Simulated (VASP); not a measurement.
# Ba (P4/mmm) in VASP: further runs

Runs on Ba. Level: PBE. Tasks: single point.

Program: VASP 6.6.1. These are calculated values, not measurements. Logs are shortened: lines on timing, memory, paths and dates and some standing lists are left out, and cuts for length are marked.

### Step 1. The cell of the first run

It takes space group P4/mmm (No. 123, tetragonal). The conventional cell has a = 4.000 Å, b = 4.000 Å, c = 3.606 Å, α = 90.00°, β = 90.00°, γ = 90.00°. Ba (site symmetry 4/mmm) has 6 Ba at 3.61 to 4.00 Å within 4.7 Å.

### Step 2. Single point, PBE

Input file INCAR:

```
SYSTEM = Ba
ALGO = Normal
EDIFF = 1E-6
ENCUT = 500
GGA = PE
GGA_COMPAT = .FALSE.
ISIF = 2
ISMEAR = -1
LASPH = .TRUE.
LCHARG = .TRUE.
LELF = .TRUE.
LREAL = .FALSE.
LVHAR = .TRUE.
LWAVE = .FALSE.
NBANDS = 11
NELM = 120
PREC = Accurate
SIGMA = 0.05
```

Input file KPOINTS:

```
k-points
0
G
  6 6 7
  0 0 0
```

Input file POSCAR:

```
Ba
1.0
    3.9996500000      0.0000000000      0.0000000000
    0.0000000000      3.9996500000      0.0000000000
    0.0000000000      0.0000000000      3.6055390000
Ba
1
Direct
    0.5000000000      0.5000000000      0.5000000000
```

Potentials or basis: VASP PAW PBE potentials, release 64 (Ba_sv).

Started as:

```sh
$ cat potpaw_PBE.64/Ba_sv/POTCAR > POTCAR
$ mpirun -np 1 vasp_std > vasp.out
```

OUTCAR:

```text
SYSTEM = Ba
   EDIFF = 1E-6
   ENCUT = 500
   GGA = PE
   ISIF = 2
   ISMEAR = -1
   LASPH = .TRUE.
   LREAL = .FALSE.
   NELM = 120
   PREC = Accurate

 ion  position               nearest neighbor table
   1  0.500  0.500  0.500-

  LATTYP: Found a simple tetragonal cell.
 ALAT       =     3.9996500000
 C/A-ratio  =     0.9014636281

  Lattice vectors:

 A1 = (   3.9996500000,   0.0000000000,   0.0000000000)
 A2 = (   0.0000000000,   3.9996500000,   0.0000000000)
 A3 = (   0.0000000000,   0.0000000000,   3.6055390000)

Analysis of symmetry for initial positions (statically):
=====================================================================
 Subroutine PRICEL returns:
 Original cell was already a primitive cell.

 Routine SETGRP: Setting up the symmetry group for a
 simple tetragonal supercell.

 Subroutine GETGRP returns: Found 16 space group operations
 (whereof 16 operations were pure point group operations)
 out of a pool of 16 trial point group operations.

The static configuration has the point symmetry D_4h.

Analysis of symmetry for dynamics (positions and initial velocities):
=====================================================================
 Subroutine PRICEL returns:
 Original cell was already a primitive cell.

 Routine SETGRP: Setting up the symmetry group for a
 simple tetragonal supercell.

 Subroutine GETGRP returns: Found 16 space group operations
 (whereof 16 operations were pure point group operations)
 out of a pool of 16 trial point group operations.

The dynamic configuration has the point symmetry D_4h.

 Subroutine INISYM returns: Found 16 space group operations
 (whereof 16 operations are pure point group operations),
 and found     1 'primitive' translations

----------------------------------------------------------------------------------------

                                     Primitive cell

  volume of cell :      57.6785

  direct lattice vectors                    reciprocal lattice vectors
     3.999650000  0.000000000  0.000000000     0.250021877  0.000000000  0.000000000
     0.000000000  3.999650000  0.000000000     0.000000000  0.250021877  0.000000000
     0.000000000  0.000000000  3.605539000     0.000000000  0.000000000  0.277351042

  length of vectors
     3.999650000  3.999650000  3.605539000     0.250021877  0.250021877  0.277351042

  position of ions in fractional coordinates (direct lattice)
     0.500000000  0.500000000  0.500000000

  ion indices of the primitive-cell ions
   primitive index   ion index
                 1           1

[... 82 lines left out ...]
   NELECT =      10.0000    total number of electrons
   NUPDOWN=      -1.0000    fix difference up-down
   EMIN   =  10.00;   EMAX   =-10.00  energy-range for DOS
   EFERMI =   0.00;   METHOD = LEGACY
   ISMEAR =    -1;   SIGMA  =   0.05  broadening in eV -4-tet -1-fermi 0-gaus
   EFERMI_NEDOS =   21; number of points for ismear=-14 and -15
   IALGO  =     38    algorithm
   IMIX   =      4    mixing-type and parameters
     AMIX     =   0.40;   BMIX     =  1.00
     AMIX_MAG =   1.60;   BMIX_MAG =  1.00
  volume/ion in A,a.u.               =      57.68       389.23
  Fermi-wavevector in a.u.,A,eV,Ry     =   0.912858  1.725052 11.337878  0.833311
  Thomas-Fermi vector in A             =   2.037303
   LORBIT       =      0    0 simple, 1 ext, 2 COOP (PROOUT), +10 PAW based schemes
   GGA     = PE    functional components
   LHFCALC =     F    Hartree Fock is set to
   AEXX    =    0.0000 exact exchange contribution
   IVDW    =     0    specifies the selected vdW correction
   LEPSILON=     F    determine dielectric tensor
   LRPA    =     F    only Hartree local field effects (RPA)
 non-spin polarized calculation
  energy-cutoff  :      500.00
  volume of cell :       57.68
 maximum number of plane-waves:      1482
 NGX is ok and might be reduce to    30
   NGX = 15   NGY = 15   NGZ = 13

 number of electron      10.0000000 magnetization

 number of electron       9.9999999 magnetization

 Free energy of the ion-electron system (eV)
  ---------------------------------------------------
  ext. energy  EPLUGINS =         0.00000000
  ---------------------------------------------------
  free energy    TOTEN  =        -1.53800679 eV

  energy without entropy =       -1.53016802  energy(sigma->0) =       -1.53408740

 E-fermi :   1.9032     XC(G=0):  -7.6691

 val. band max:        1.8599802124   @ k =   0.0000   0.0000   0.0000
 cond. band min:       1.9274540617   @ k =   0.1667   0.0000   0.0000
 fundamental gap:      0.0674738494
 Fermi energy:         1.9031937769

 k-point     1 :       0.0000    0.0000    0.0000
  band No.  band energies     occupation
      1     -27.2343      2.00000
      2     -12.0890      2.00000
      3     -12.0890      2.00000
      4     -11.7358      2.00000
      5      -0.6957      2.00000
      6       1.8186      1.68911
      7       1.8600      1.40710
      8       6.5699      0.00000
      9       7.3923      0.00000
     10       7.3923      0.00000
     11       9.3219      0.00000
[... 309 lines left out ...]
 k-point    24 :       0.5000    0.0000    0.2857
  band No.  band energies     occupation
      1     -27.0879      2.00000
      2     -12.6093      2.00000
      3     -12.5702      2.00000
      4     -11.9348      2.00000
      5       1.4024      1.99991
      6       2.2292      0.00294
      7       4.5281      0.00000
      8       4.8497      0.00000
      9       5.2908      0.00000
     10       5.3185      0.00000
     11       8.4043      0.00000

 [... further k-points ...]

------------------------ aborting loop because EDIFF is reached ----------------------------------------

  FORCE on cell =-STRESS in cart. coord.  units (eV):
  Direction    XX          YY          ZZ          XY          YZ          ZX
  --------------------------------------------------------------------------------------
  -------------------------------------------------------------------------------------
  Total       -0.2627438     -0.2627438      1.3155608      0.0000000     -0.0000000      0.0000000
  in kB       -7.2984204     -7.2984204     36.5432645      0.0000000     -0.0000000      0.0000000
  external PRESSURE =       7.3154746 kB  Pullay stress =       0.0000000 kB

 VOLUME and BASIS-vectors are now :
 -----------------------------------------------------------------------------
  energy-cutoff  :      500.00
  volume of cell :       57.68
      direct lattice vectors                 reciprocal lattice vectors
     3.999650000  0.000000000  0.000000000     0.250021877  0.000000000  0.000000000
     0.000000000  3.999650000  0.000000000     0.000000000  0.250021877  0.000000000
     0.000000000  0.000000000  3.605539000     0.000000000  0.000000000  0.277351042

 POSITION                                       TOTAL-FORCE (eV/Angst)
 -----------------------------------------------------------------------------------
      1.99982      1.99982      1.80277         0.000000      0.000000      0.000000
 -----------------------------------------------------------------------------------
    total drift:                                0.000000      0.000000      0.000000

  FREE ENERGIE OF THE ION-ELECTRON SYSTEM (eV)
  ---------------------------------------------------
  free  energy   TOTEN  =        -1.5380067927 eV

  energy  without entropy=       -1.5301680166  energy(sigma->0) =       -1.53408740
```

It took 17 s on 1 thread of AMD EPYC 7R43 (Zen 3), shared host; peak memory 0.14 GiB.

What came out:

| Item | Value |
| --- | --- |
| Free energy | -1.5380 eV |
| Pressure | 0.7 GPa |
| Band gap on the k mesh | zero (bands 5 and 6 overlap by 0.40 eV) |

Stress tensor (GPa, compression positive):
```
-0.73  0.00  0.00
 0.00 -0.73  0.00
 0.00  0.00  3.65
```

Caveat: spin-orbit coupling is left out, which moves the levels of the heavy elements.

### Step 3. Single point, PBE

Input file INCAR:

```
ALGO = Normal
EDIFF = 1E-6
ENCUT = 500
GGA = PE
GGA_COMPAT = F
ISIF = 2
ISMEAR = -1
LASPH = T
LCHARG = T
LELF = T
LREAL = F
LVHAR = T
LWAVE = F
NBANDS = 11
NELM = 120
PREC = Accurate
SIGMA = 0.05
```

Input file KPOINTS:

```
k-points
0
Gamma
  6 6 7
```

POSCAR is that of step 2.

Potentials or basis: VASP PAW PBE potentials, release 64 (Ba_sv).

Started as:

```sh
$ cat potpaw_PBE.64/Ba_sv/POTCAR > POTCAR
$ mpirun -np 1 vasp_std > vasp.out
```

Wall time 17 s (1 thread of AMD EPYC 7R43 (Zen 3), shared host); peak memory 0.14 GiB.

It converged, with:

```
Free energy            : -1.5380 eV
Pressure               : 0.7 GPa
Band gap on the k mesh : zero (bands 5 and 6 overlap by 0.40 eV)
```

Stress tensor (GPa, compression positive):
```
-0.73  0.00  0.00
 0.00 -0.73  0.00
 0.00  0.00  3.65
```

Levels at points of the mesh, in eV from the Fermi level:
```csv
k point,band 2,band 3,band 4,band 5,band 6,band 7,band 8,band 9
"(0.00, 0.00, 0.00)",-13.99,-13.99,-13.64,-2.60,-0.08,-0.04,4.67,5.49
"(0.50, 0.00, 0.00)",-14.65,-13.93,-13.59,-0.80,0.39,0.77,2.48,3.62
"(0.50, 0.50, 0.00)",-14.55,-14.55,-13.54,-1.04,0.35,3.32,3.32,4.01
```

Caveat: spin-orbit coupling is left out, which moves the levels of the heavy elements.
